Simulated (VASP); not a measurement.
Input of a VASP 6.6.1 run:

File INCAR:

```
PREC = Accurate
ENCUT = 500
EDIFF = 1E-6
ISMEAR = 0
SIGMA = 0.1
LREAL = F
LASPH = T
NELM = 120
ALGO = Normal
ISIF = 2
LWAVE = F
LCHARG = F
GGA = CA
NBANDS = 18
GGA_COMPAT = F
```

The input KPOINTS:

```
regular mesh
0
Gamma
  6 6 4
```

The input POSCAR:

```
TaS2
1.0
    3.3500021206      0.0000000000      0.0000000000
   -1.6750010603      2.9011869392      0.0000000000
    0.0000000000      0.0000000000      5.8600000000
Ta S
1 2
Direct
    0.0000000000      0.0000000000      0.0000000000
    0.3333333333      0.6666666667      0.2500000000
    0.6666666667      0.3333333333      0.7500000000
```

Potentials or basis: VASP PAW LDA potentials, release 64 (Ta_pv, S).

Command:

```console
$ cat potpaw_LDA.64/Ta_pv/POTCAR potpaw_LDA.64/S/POTCAR > POTCAR
$ mpirun -np 1 vasp_std > vasp.out
```

(1) Estimate the largest force.

(2) Estimate the pressure.

(3) What does it give for the band gap on the k mesh?

Results:

(1) 0.732 eV/Å.

(2) 1.9 GPa.

(3) zero (an odd number of electrons rules out a gap without spin polarisation).

Caveat: the k points lie up to 0.36 Å⁻¹ apart, too coarse for converged energies and pressures of a metal; spin-orbit coupling is left out, which moves the levels of the heavy elements.
